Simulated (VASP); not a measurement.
# Cd in VASP: single point with LDA

Aim: the single point of Cd with LDA.

Everything below comes from runs of VASP 6.6.1. Logs are shortened: lines on timing, memory, paths and dates and some standing lists are left out, and cuts for length are marked.

**1. The cell of the first run**

The cell holds a single atom in a box, 1 atom: a = 14.000 Å, b = 14.400 Å, c = 14.800 Å, α = 90.00°, β = 90.00°, γ = 90.00°.

**2. Single point, LDA, collinear spin, zero start**

INCAR

```
PREC     = Accurate       # precision mode
ENCUT    = 520            # plane-wave cutoff, eV
EDIFF    = 1E-6           # SCF threshold, eV
ISMEAR   = -1             # smearing method
SIGMA    = 0.01           # smearing width, eV
LREAL    = False          # projectors in reciprocal space
LASPH    = True           # aspherical terms in the spheres
NELM     = 150            # most SCF steps
ALGO     = Normal         # electronic algorithm
ISIF     = 2              # what is computed and relaxed
LWAVE    = False          # write WAVECAR
LCHARG   = True           # write CHGCAR
ISPIN    = 2              # spin polarisation
MAGMOM   = 0.01           # initial moments
LORBIT   = 11             # projections on sites
GGA      = CA             # functional
LELF     = True           # ELF
LVHAR    = True         
NBANDS   = 16             # bands
ISYM     = 0
```

KPOINTS

```
Automatic mesh
0
Gamma
  1 1 1
```

POSCAR

```
Cd
1.0
   14.0000000000      0.0000000000      0.0000000000
    0.0000000000     14.4000000000      0.0000000000
    0.0000000000      0.0000000000     14.8000000000
Cd
1
Direct
    0.5000000000      0.5000000000      0.5000000000
```

Potentials or basis: VASP PAW LDA potentials, release 64 (Cd).

Run with:

```bash
cat potpaw_LDA.64/Cd/POTCAR > POTCAR
mpirun -np 1 vasp_gam > vasp.out
```

OUTCAR:

```text
PREC = Accurate
   ENCUT = 520
   EDIFF = 1E-6
   ISMEAR = -1
   LREAL = False
   LASPH = True
   NELM = 150
   ISIF = 2
   ISPIN = 2
   LORBIT = 11
   GGA = CA
   ISYM = 0

 ion  position               nearest neighbor table
   1  0.500  0.500  0.500-

IMPORTANT INFORMATION: All symmetrisations will be switched off!
NOSYMM: (Re-)initialisation of all symmetry stuff for point group C_1.

----------------------------------------------------------------------------------------

                                     Primitive cell

  volume of cell :    2983.6800

  direct lattice vectors                    reciprocal lattice vectors
    14.000000000  0.000000000  0.000000000     0.071428571  0.000000000  0.000000000
     0.000000000 14.400000000  0.000000000     0.000000000  0.069444444  0.000000000
     0.000000000  0.000000000 14.800000000     0.000000000  0.000000000  0.067567568

  length of vectors
    14.000000000 14.400000000 14.800000000     0.071428571  0.069444444  0.067567568

  position of ions in fractional coordinates (direct lattice)
     0.500000000  0.500000000  0.500000000

  ion indices of the primitive-cell ions
   primitive index   ion index
                 1           1

----------------------------------------------------------------------------------------

 KPOINTS: Automatic mesh

Automatic generation of k-mesh.
 Grid dimensions read from file:
 generate k-points for:    1    1    1

 Generating k-lattice:

  Cartesian coordinates                     Fractional coordinates (reciprocal lattice)
     0.071428571  0.000000000  0.000000000     1.000000000  0.000000000  0.000000000
     0.000000000  0.069444444  0.000000000     0.000000000  1.000000000  0.000000000
     0.000000000  0.000000000  0.067567568     0.000000000  0.000000000  1.000000000

  Length of vectors
     0.071428571  0.069444444  0.067567568

  Shift w.r.t. Gamma in fractional coordinates (k-lattice)
     0.000000000  0.000000000  0.000000000

 Subroutine IBZKPT returns following result:
 ===========================================

 Found      1 irreducible k-points:

 Following reciprocal coordinates:
            Coordinates               Weight
  0.000000  0.000000  0.000000      1.000000
   k-points           NKPTS =      1   k-points in BZ     NKDIM =      1   number of bands    NBANDS=     16
   number of dos      NEDOS =    301   number of ions     NIONS =      1
   total plane-waves  NPLWV = ******
   dimension x,y,z NGX =   108 NGY =  108 NGZ =  112
   dimension x,y,z NGXF=   216 NGYF=  216 NGZF=  224
   ions per type =               1
   NGX,Y,Z   is equivalent  to a cutoff of  12.82, 12.47, 12.58 a.u.
   NGXF,Y,Z  is equivalent  to a cutoff of  25.65, 24.94, 25.16 a.u.
 SYSTEM =  unknown system
   PREC   = accura    normal or accurate (medium, high low for compatibility)
   ISTART =      0    job   : 0-new  1-cont  2-samecut
   ICHARG =      2    charge: 1-file 2-atom 10-const
   ISPIN  =      2    spin polarized calculation?
   LNONCOLLINEAR =      F non collinear calculations
   LSORBIT =      F    spin-orbit coupling
   LASPH  =      T    aspherical Exc in radial PAW
   ENCUT  =  520.0 eV  38.22 Ry    6.18 a.u.  26.03 26.77 27.52*2*pi/ulx,y,z
   NELM   =    150;   NELMIN=  2; NELMDL= -5     # of ELM steps
   EDIFF  = 0.1E-05   stopping-criterion for ELM
   LREAL  =      F    real-space projection
   EDIFFG = 0.1E-04   stopping-criterion for IOM
   NSW    =      0    number of steps for IOM
   IBRION =     -1    ionic relax: 0-MD 1-quasi-New 2-CG
   NFREE  =      0    steps in history (QN), initial steepest desc. (CG)
   ISIF   =      2    stress and relaxation
   ISYM   =      0    0-nonsym 1-usesym 2-fastsym
   POTIM  = 0.5000    time-step for ionic-motion
   TEBEG  =    0.0;   TEEND  =   0.0 temperature during run
   PSTRESS=    0.0 pullay stress
   NELECT =      12.0000    total number of electrons
   NUPDOWN=      -1.0000    fix difference up-down
   EMIN   =  10.00;   EMAX   =-10.00  energy-range for DOS
   EFERMI =   0.00;   METHOD = LEGACY
   ISMEAR =    -1;   SIGMA  =   0.01  broadening in eV -4-tet -1-fermi 0-gaus
   EFERMI_NEDOS =   21; number of points for ismear=-14 and -15
   IALGO  =     38    algorithm
   IMIX   =      4    mixing-type and parameters
     AMIX     =   0.40;   BMIX     =  1.00
     AMIX_MAG =   1.60;   BMIX_MAG =  1.00
  volume/ion in A,a.u.               =    2983.68     20134.87
  Fermi-wavevector in a.u.,A,eV,Ry     =   0.260346  0.491983  0.922205  0.067780
  Thomas-Fermi vector in A             =   1.088001
   LORBIT       =     11    0 simple, 1 ext, 2 COOP (PROOUT), +10 PAW based schemes
   GGA     = CA    functional components
   LHFCALC =     F    Hartree Fock is set to
   AEXX    =    0.0000 exact exchange contribution
   IVDW    =     0    specifies the selected vdW correction
   LEPSILON=     F    determine dielectric tensor
   LRPA    =     F    only Hartree local field effects (RPA)
 spin polarized calculation
  energy-cutoff  :      520.00
  volume of cell :     2983.68
 maximum number of plane-waves:     40220
 NGX is ok and might be reduce to   108
   NGX = 53   NGY = 53   NGZ = 55

 number of electron      12.0000006 magnetization       0.0001676

 Free energy of the ion-electron system (eV)
  ---------------------------------------------------
  ext. energy  EPLUGINS =         0.00000000
  ---------------------------------------------------
  free energy    TOTEN  =        -0.00374658 eV

  energy without entropy =       -0.00374658  energy(sigma->0) =       -0.00374658

 E-fermi :  -5.6263     XC(G=0):  -0.3343

 val. band max:       -5.8937343779   @ k =   0.0000   0.0000   0.0000
 cond. band min:      -1.2816104894   @ k =   0.0000   0.0000   0.0000
 fundamental gap:      4.6121238885
 Fermi energy:        -5.6263416570

 spin component 1

 k-point     1 :       0.0000    0.0000    0.0000
  band No.  band energies     occupation
      1     -11.8734      1.00000
      2     -11.8734      1.00000
      3     -11.8734      1.00000
      4     -11.8734      1.00000
      5     -11.8734      1.00000
      6      -5.8938      1.00000
[... 8 lines left out ...]
     15       0.7631      0.00000
     16       0.8050      0.00000
 Fermi energy:        -5.6263416570

 spin component 2

 k-point     1 :       0.0000    0.0000    0.0000
  band No.  band energies     occupation
      1     -11.8734      1.00000
      2     -11.8734      1.00000
      3     -11.8734      1.00000
      4     -11.8734      1.00000
      5     -11.8734      1.00000
      6      -5.8937      1.00000
[... 8 lines left out ...]
     15       0.7634      0.00000
     16       0.8053      0.00000

------------------------ aborting loop because EDIFF is reached ----------------------------------------

  FORCE on cell =-STRESS in cart. coord.  units (eV):
  Direction    XX          YY          ZZ          XY          YZ          ZX
  --------------------------------------------------------------------------------------
  -------------------------------------------------------------------------------------
  Total       -0.0003778     -0.0023824     -0.0018776     -0.0000002      0.0000010     -0.0000003
  in kB       -0.0002029     -0.0012793     -0.0010082     -0.0000001      0.0000005     -0.0000001
  external PRESSURE =      -0.0008301 kB  Pullay stress =       0.0000000 kB

 VOLUME and BASIS-vectors are now :
 -----------------------------------------------------------------------------
  energy-cutoff  :      520.00
  volume of cell :     2983.68
      direct lattice vectors                 reciprocal lattice vectors
    14.000000000  0.000000000  0.000000000     0.071428571  0.000000000  0.000000000
     0.000000000 14.400000000  0.000000000     0.000000000  0.069444444  0.000000000
     0.000000000  0.000000000 14.800000000     0.000000000  0.000000000  0.067567568

 POSITION                                       TOTAL-FORCE (eV/Angst)
 -----------------------------------------------------------------------------------
      7.00000      7.20000      7.40000        -0.000000      0.000000      0.000000
 -----------------------------------------------------------------------------------
    total drift:                               -0.000000      0.000000      0.000000

  FREE ENERGIE OF THE ION-ELECTRON SYSTEM (eV)
  ---------------------------------------------------
  free  energy   TOTEN  =        -0.0037465781 eV

  energy  without entropy=       -0.0037465781  energy(sigma->0) =       -0.00374658

 total charge

# of ion       s       p       d       tot
------------------------------------------
    1        0.794   0.000   9.510  10.303

 magnetization (x)

# of ion       s       p       d       tot
------------------------------------------
    1       -0.000  -0.000  -0.000  -0.000
```

OSZICAR:

```text
N       E                     dE             d eps       ncg     rms          rms(c)
DAV:   1     0.129992486037E+03    0.12999E+03   -0.16209E+03    64   0.341E+02
DAV:   2     0.209466953486E+02   -0.10905E+03   -0.92177E+02   128   0.487E+01
DAV:   3     0.211148161683E+00   -0.20736E+02   -0.20711E+02    72   0.645E+01
DAV:   4    -0.304939321586E-02   -0.21420E+00   -0.21417E+00    72   0.104E+01
DAV:   5    -0.371177364991E-02   -0.66238E-03   -0.66237E-03    80   0.386E-01    0.965E-02
DAV:   6    -0.364238872089E-02    0.69385E-04   -0.11182E-04    64   0.637E-02    0.399E-02
DAV:   7    -0.366728220638E-02   -0.24893E-04   -0.63126E-06    64   0.131E-02    0.220E-02
DAV:   8    -0.370283916209E-02   -0.35557E-04   -0.90765E-07    64   0.415E-03    0.778E-03
DAV:   9    -0.372413666264E-02   -0.21298E-04   -0.17574E-07    64   0.210E-03    0.221E-03
DAV:  10    -0.373787626472E-02   -0.13740E-04   -0.61115E-08    64   0.122E-03    0.712E-04
DAV:  11    -0.374319224193E-02   -0.53160E-05   -0.93916E-09    56   0.363E-04    0.415E-04
DAV:  12    -0.374590477736E-02   -0.27125E-05   -0.23067E-09    56   0.301E-04    0.257E-04
DAV:  13    -0.374657814723E-02   -0.67337E-06   -0.84377E-13    56   0.173E-04
   1 F= -.37465781E-02 E0= -.37465781E-02  d E =-.135203E-11  mag=     0.0001
```

Run time: 5 min. Hardware: 1 thread of Intel Xeon 8259CL, shared host; peak memory 1.5 GiB.

What came out:

```
Free energy                                           : -0.0037 eV
Pressure                                              : 0.0 GPa
Band gap on the k mesh                                : 4.61 eV
Net moment                                            : 0.00 μB per cell
Valence electrons inside the program's atomic spheres : Cd 10.30
```

Levels at points of the mesh, in eV from the valence-band top:
Spin up:
| k point | band 4 | band 5 | band 6 | band 7 | band 8 | band 9 |
| --- | --- | --- | --- | --- | --- | --- |
| (0.00, 0.00, 0.00) | -5.98 | -5.98 | 0.00 | 4.61 | 4.61 | 4.61 |
Spin down:
```
           k point  band 3  band 4  band 5  band 6  band 7  band 8  band 9  band 10
(0.00, 0.00, 0.00)   -5.98   -5.98   -5.98    0.00    4.61    4.61    4.61     5.80
```
